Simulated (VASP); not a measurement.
# Mg (P6/mmm) in VASP: notebook

Runs on Mg. Level: LDA. Tasks: single point.

All numbers are computed with VASP 6.6.1; they aren't measurements. Logs are shortened: lines on timing, memory, paths and dates and some standing lists are left out, and cuts for length are marked.

### 1 The cell of the first run

Symmetry: P6/mmm, No. 191, hexagonal system. Conventional cell: a = 3.096 Å, b = 3.096 Å, c = 3.136 Å, α = 90.00°, β = 90.00°, γ = 120.00°. Within 4.1 Å of Mg (site symmetry 6/mmm) lie 8 Mg at 3.10 to 3.14 Å.

### 2 Single point, LDA (strain +0.015 along x and y, +0.030 along z)

File INCAR:

```
SYSTEM = Mg
PREC = Accurate ; ENCUT = 520
EDIFF = 1E-6 ; ISMEAR = 0
SIGMA = 0.15 ; LREAL = .FALSE.
LASPH = .TRUE. ; NELM = 80
ALGO = Fast ; ISIF = 2
LWAVE = .FALSE. ; LCHARG = .TRUE.
LELF = .TRUE. ; LVHAR = .TRUE.
NBANDS = 7
```

File KPOINTS:

```
Automatic mesh
0
G
  18 18 16
  0 0 0
```

File POSCAR:

```
Mg
1.0
    3.0960542975      0.0000000000      0.0000000000
   -1.5480271488      2.6812616731      0.0000000000
    0.0000000000      0.0000000000      3.1361826971
Mg
1
Direct
    0.0000000000      0.0000000000      0.0000000000
```

Potentials or basis: VASP PAW LDA potentials, release 64 (Mg).

Started as:

```console
$ cat potpaw_LDA.64/Mg/POTCAR > POTCAR
$ mpirun -np 1 vasp_std > vasp.out
```

OUTCAR:

```text
SYSTEM = Mg
   PREC = Accurate
   ENCUT = 520
   EDIFF = 1E-6
   ISMEAR = 0
   LREAL = .FALSE.
   LASPH = .TRUE.
   NELM = 80
   ISIF = 2

 ion  position               nearest neighbor table
   1  0.000  0.000  0.000-

  LATTYP: Found a hexagonal cell.
 ALAT       =     3.0960542975
 C/A-ratio  =     1.0129611421

  Lattice vectors:

 A1 = (   3.0960542975,   0.0000000000,   0.0000000000)
 A2 = (  -1.5480271488,   2.6812616731,   0.0000000000)
 A3 = (   0.0000000000,   0.0000000000,   3.1361826971)

Analysis of symmetry for initial positions (statically):
=====================================================================
 Subroutine PRICEL returns:
 Original cell was already a primitive cell.

 Routine SETGRP: Setting up the symmetry group for a
 hexagonal supercell.

 Subroutine GETGRP returns: Found 24 space group operations
 (whereof 24 operations were pure point group operations)
 out of a pool of 24 trial point group operations.

The static configuration has the point symmetry D_6h.

Analysis of symmetry for dynamics (positions and initial velocities):
=====================================================================
 Subroutine PRICEL returns:
 Original cell was already a primitive cell.

 Routine SETGRP: Setting up the symmetry group for a
 hexagonal supercell.

 Subroutine GETGRP returns: Found 24 space group operations
 (whereof 24 operations were pure point group operations)
 out of a pool of 24 trial point group operations.

The dynamic configuration has the point symmetry D_6h.

 Subroutine INISYM returns: Found 24 space group operations
 (whereof 24 operations are pure point group operations),
 and found     1 'primitive' translations

----------------------------------------------------------------------------------------

                                     Primitive cell

  volume of cell :      26.0345

  direct lattice vectors                    reciprocal lattice vectors
     3.096054297  0.000000000  0.000000000     0.322991751  0.186479375  0.000000000
    -1.548027149  2.681261673  0.000000000     0.000000000  0.372958749  0.000000000
     0.000000000  0.000000000  3.136182697     0.000000000  0.000000000  0.318858975

  length of vectors
     3.096054297  3.096054297  3.136182697     0.372958749  0.372958749  0.318858975

  position of ions in fractional coordinates (direct lattice)
     0.000000000  0.000000000  0.000000000

  ion indices of the primitive-cell ions
   primitive index   ion index
                 1           1

----------------------------------------------------------------------------------------

 KPOINTS: Automatic mesh

Automatic generation of k-mesh.
 Grid dimensions read from file:
 generate k-points for:   18   18   16

 Generating k-lattice:

  Cartesian coordinates                     Fractional coordinates (reciprocal lattice)
     0.017943986  0.010359965  0.000000000     0.055555556  0.000000000  0.000000000
     0.000000000  0.020719931  0.000000000     0.000000000  0.055555556  0.000000000
     0.000000000  0.000000000  0.019928686     0.000000000  0.000000000  0.062500000

  Length of vectors
     0.020719931  0.020719931  0.019928686

  Shift w.r.t. Gamma in fractional coordinates (k-lattice)
     0.000000000  0.000000000  0.000000000

 Subroutine IBZKPT returns following result:
 ===========================================

 Found    333 irreducible k-points:

 Following reciprocal coordinates:
            Coordinates               Weight
  0.000000  0.000000  0.000000      1.000000
  0.055556  0.000000  0.000000      6.000000
  0.111111  0.000000  0.000000      6.000000
  0.166667 -0.000000  0.000000      6.000000
  0.222222 -0.000000  0.000000      6.000000
  0.277778  0.000000  0.000000      6.000000
[... 16 lines left out ...]
  0.333333  0.111111  0.000000     12.000000
  0.388889  0.111111  0.000000     12.000000
 [... further k-points ...]
   k-points           NKPTS =    333   k-points in BZ     NKDIM =    333   number of bands    NBANDS=      7
   number of dos      NEDOS =    301   number of ions     NIONS =      1
   total plane-waves  NPLWV =  13824
   dimension x,y,z NGX =    24 NGY =   24 NGZ =   24
   dimension x,y,z NGXF=    48 NGYF=   48 NGZF=   48
   ions per type =               1
   NGX,Y,Z   is equivalent  to a cutoff of  12.89, 12.89, 12.72 a.u.
   NGXF,Y,Z  is equivalent  to a cutoff of  25.77, 25.77, 25.44 a.u.
 SYSTEM =  Mg
   PREC   = accura    normal or accurate (medium, high low for compatibility)
   ISTART =      0    job   : 0-new  1-cont  2-samecut
   ICHARG =      2    charge: 1-file 2-atom 10-const
   ISPIN  =      1    spin polarized calculation?
   LNONCOLLINEAR =      F non collinear calculations
   LSORBIT =      F    spin-orbit coupling
   LASPH  =      T    aspherical Exc in radial PAW
   ENCUT  =  520.0 eV  38.22 Ry    6.18 a.u.   5.76  5.76  5.83*2*pi/ulx,y,z
   NELM   =     80;   NELMIN=  2; NELMDL= -5     # of ELM steps
   EDIFF  = 0.1E-05   stopping-criterion for ELM
   LREAL  =      F    real-space projection
   EDIFFG = 0.1E-04   stopping-criterion for IOM
   NSW    =      0    number of steps for IOM
   IBRION =     -1    ionic relax: 0-MD 1-quasi-New 2-CG
   NFREE  =      0    steps in history (QN), initial steepest desc. (CG)
   ISIF   =      2    stress and relaxation
   ISYM   =      2    0-nonsym 1-usesym 2-fastsym
   POTIM  = 0.5000    time-step for ionic-motion
   TEBEG  =    0.0;   TEEND  =   0.0 temperature during run
   PSTRESS=    0.0 pullay stress
   NELECT =       2.0000    total number of electrons
   NUPDOWN=      -1.0000    fix difference up-down
   EMIN   =  10.00;   EMAX   =-10.00  energy-range for DOS
   EFERMI =   0.00;   METHOD = LEGACY
   ISMEAR =     0;   SIGMA  =   0.15  broadening in eV -4-tet -1-fermi 0-gaus
   EFERMI_NEDOS =   21; number of points for ismear=-14 and -15
   IALGO  =     68    algorithm
   IMIX   =      4    mixing-type and parameters
     AMIX     =   0.40;   BMIX     =  1.00
     AMIX_MAG =   1.60;   BMIX_MAG =  1.00
  volume/ion in A,a.u.               =      26.03       175.69
  Fermi-wavevector in a.u.,A,eV,Ry     =   0.695935  1.315126  6.589642  0.484325
  Thomas-Fermi vector in A             =   1.778845
   LORBIT       =      0    0 simple, 1 ext, 2 COOP (PROOUT), +10 PAW based schemes
   GGA     = CA    functional components
   LHFCALC =     F    Hartree Fock is set to
   AEXX    =    0.0000 exact exchange contribution
   IVDW    =     0    specifies the selected vdW correction
   LEPSILON=     F    determine dielectric tensor
   LRPA    =     F    only Hartree local field effects (RPA)
 non-spin polarized calculation
 RMM-DIIS sequential band-by-band and
 Gauss-broadening in eV      SIGMA  =   0.15
  energy-cutoff  :      520.00
  volume of cell :       26.03
 maximum number of plane-waves:       720
 NGX is ok and might be reduce to    24
   NGX = 11   NGY = 11   NGZ = 11

 number of electron       2.0000000 magnetization

 Free energy of the ion-electron system (eV)
  ---------------------------------------------------
  ext. energy  EPLUGINS =         0.00000000
  ---------------------------------------------------
  free energy    TOTEN  =        -1.55725061 eV

  energy without entropy =       -1.55223358  energy(sigma->0) =       -1.55474210

 E-fermi :   1.8053     XC(G=0):  -8.2512

 val. band max:        1.7987611154   @ k =   0.3333   0.0000   0.5000
 cond. band min:       1.8307477384   @ k =   0.1667  -0.0000   0.3750
 fundamental gap:      0.0319866230
 Fermi energy:         1.8052728502

 k-point     1 :       0.0000    0.0000    0.0000
  band No.  band energies     occupation
      1      -4.5767      2.00000
      2       9.4443      0.00000
      3       9.8116      0.00000
      4      14.1215      0.00000
      5      14.1215      0.00000
      6      14.8648      0.00000
      7      14.8648      0.00000

 k-point     2 :       0.0556    0.0000    0.0000
  band No.  band energies     occupation
      1      -4.5121      2.00000
      2       9.4433      0.00000
      3       9.8660      0.00000
      4      12.9304      0.00000
      5      13.5066      0.00000
      6      14.9443      0.00000
      7      15.5897      0.00000

 k-point     3 :       0.1111    0.0000    0.0000
  band No.  band energies     occupation
      1      -4.3184      2.00000
      2       9.3587      0.00000
      3      10.0292      0.00000
      4      11.3527      0.00000
      5      12.7319      0.00000
      6      14.5591      0.00000
      7      16.6936      0.00000

 k-point     4 :       0.1667   -0.0000    0.0000
  band No.  band energies     occupation
      1      -3.9964      2.00000
      2       8.7044      0.00000
      3      10.3016      0.00000
      4      10.3768      0.00000
      5      12.0449      0.00000
      6      14.1389      0.00000
      7      17.9266      0.00000

 k-point     5 :       0.2222   -0.0000    0.0000
  band No.  band energies     occupation
      1      -3.5473      2.00000
      2       7.3143      0.00000
      3      10.1891      0.00000
      4      10.6835      0.00000
      5      11.4610      0.00000
      6      13.8834      0.00000
      7      19.2678      0.00000

 k-point     6 :       0.2778    0.0000    0.0000
  band No.  band energies     occupation
      1      -2.9730      2.00000
      2       5.8042      0.00000
      3      10.1484      0.00000
      4      10.9829      0.00000
      5      11.1752      0.00000
      6      13.8878      0.00000
      7      19.0210      0.00000

 k-point     7 :       0.3333    0.0000    0.0000
  band No.  band energies     occupation
      1      -2.2755      2.00000
      2       4.3458      0.00000
      3      10.0822      0.00000
      4      10.6113      0.00000
      5      11.7769      0.00000
      6      14.1783      0.00000
      7      17.6959      0.00000
[... 121 lines left out ...]
 k-point    20 :       0.1667    0.1111    0.0000
  band No.  band energies     occupation
      1      -3.3555      2.00000
      2       7.4870      0.00000
      3       8.4445      0.00000
      4      10.8475      0.00000
      5      11.7893      0.00000
      6      15.6474      0.00000
      7      17.5044      0.00000

 k-point    21 :       0.2222    0.1111    0.0000
  band No.  band energies     occupation
      1      -2.7823      2.00000
      2       5.9754      0.00000
      3       8.0114      0.00000
      4      11.3397      0.00000
      5      12.0779      0.00000
      6      15.3194      0.00000
      7      18.8063      0.00000

 k-point    22 :       0.2778    0.1111    0.0000
  band No.  band energies     occupation
      1      -2.0862      2.00000
      2       4.5205      0.00000
      3       7.6564      0.00000
      4      11.9421      0.00000
      5      12.4203      0.00000
      6      15.1863      0.00000
      7      17.8469      0.00000

 k-point    23 :       0.3333    0.1111    0.0000
  band No.  band energies     occupation
      1      -1.2701      2.00000
      2       3.1544      0.00000
      3       7.3938      0.00000
      4      12.6543      0.00000
      5      12.6940      0.00000
      6      15.3381      0.00000
      7      16.6149      0.00000

 k-point    24 :       0.3889    0.1111    0.0000
  band No.  band energies     occupation
      1      -0.3391      2.00000
      2       1.8910      0.41883
      3       7.2331      0.00000
      4      12.8366      0.00000
      5      13.4724      0.00000
      6      15.4781      0.00000
      7      15.7678      0.00000

 [... further k-points ...]

------------------------ aborting loop because EDIFF is reached ----------------------------------------

  FORCE on cell =-STRESS in cart. coord.  units (eV):
  Direction    XX          YY          ZZ          XY          YZ          ZX
  --------------------------------------------------------------------------------------
  -------------------------------------------------------------------------------------
  Total       -0.3351206     -0.3351206     -0.3715714      0.0000000      0.0000000      0.0000000
  in kB      -20.6235105    -20.6235105    -22.8667154      0.0000000      0.0000000      0.0000000
  external PRESSURE =     -21.3712455 kB  Pullay stress =       0.0000000 kB

 VOLUME and BASIS-vectors are now :
 -----------------------------------------------------------------------------
  energy-cutoff  :      520.00
  volume of cell :       26.03
      direct lattice vectors                 reciprocal lattice vectors
     3.096054297  0.000000000  0.000000000     0.322991751  0.186479375  0.000000000
    -1.548027149  2.681261673  0.000000000     0.000000000  0.372958749  0.000000000
     0.000000000  0.000000000  3.136182697     0.000000000  0.000000000  0.318858975

 POSITION                                       TOTAL-FORCE (eV/Angst)
 -----------------------------------------------------------------------------------
      0.00000      0.00000      0.00000         0.000000      0.000000      0.000000
 -----------------------------------------------------------------------------------
    total drift:                                0.000000      0.000000      0.000000

  FREE ENERGIE OF THE ION-ELECTRON SYSTEM (eV)
  ---------------------------------------------------
  free  energy   TOTEN  =        -1.5572506149 eV

  energy  without entropy=       -1.5522335799  energy(sigma->0) =       -1.55474210
```

Run time: 9.8 s. Hardware: 1 thread of Intel Xeon 6975P-C (Granite Rapids), shared host; peak memory 0.18 GiB.

Results:

```yaml
Free_energy: -1.5573 eV
Pressure: -2.1 GPa
Band_gap_on_the_k_mesh: zero (band 1 reaches 4.68 eV, above the bottom of band 2 at -0.37 eV)
```

Caveat: the cell differs from its parent crystal (strain +0.015 along x and y, +0.030 along z).

### 3 Single point, LDA (strain +0.030 along x and y, +0.015 along z)

File INCAR:

```
  PREC = Accurate
  ENCUT = 520
  EDIFF = 1E-6
  ISMEAR = 0
  SIGMA = 0.15
  LREAL = False
  LASPH = True
  NELM = 60
  ALGO = Normal
  ISIF = 2
  LWAVE = False
  LCHARG = False
  GGA = CA
  NBANDS = 7
```

File KPOINTS:

```
regular mesh
0
Gamma
  18 18 16
```

File POSCAR:

```
Mg
1.0
    3.1418087945      0.0000000000      0.0000000000
   -1.5709043973      2.7208862299      0.0000000000
    0.0000000000      0.0000000000      3.0905101335
Mg
1
Direct
    0.0000000000      0.0000000000      0.0000000000
```

Potentials or basis: VASP PAW LDA potentials, release 64 (Mg).

Started as:

```console
$ cat potpaw_LDA.64/Mg/POTCAR > POTCAR
$ mpirun -np 1 vasp_std > vasp.out
```

Wall time 9.4 s (1 thread of Intel Xeon 6975P-C (Granite Rapids), shared host); peak memory 0.17 GiB.

The run converged. Its results:

| Item | Value |
| --- | --- |
| Free energy | -1.5499 eV |
| Pressure | -2.6 GPa |
| Band gap on the k mesh | zero (band 1 reaches 4.70 eV, above the bottom of band 2 at -0.34 eV) |

Stress tensor (GPa, compression positive):
```
-3.02  0.00  0.00
 0.00 -3.02  0.00
 0.00  0.00 -1.78
```

Levels at points of the mesh, in eV from the Fermi level:
| k point | band 1 | band 2 | band 3 | band 4 | band 5 | band 6 |
| --- | --- | --- | --- | --- | --- | --- |
| (0.00, 0.00, 0.00) | -6.33 | 7.91 | 8.51 | 11.95 | 11.95 | 12.46 |
| (0.50, 0.00, 0.00) | -1.45 | -1.28 | 7.85 | 7.94 | 12.66 | 12.95 |
| (0.00, 0.00, 0.50) | -2.84 | -2.09 | 14.03 | 14.03 | 15.27 | 15.27 |
| (0.50, 0.00, 0.50) | 1.46 | 2.24 | 2.74 | 3.14 | 10.89 | 11.72 |

Caveat: the cell differs from its parent crystal (strain +0.030 along x and y, +0.015 along z).

[end of part 1 of 2]
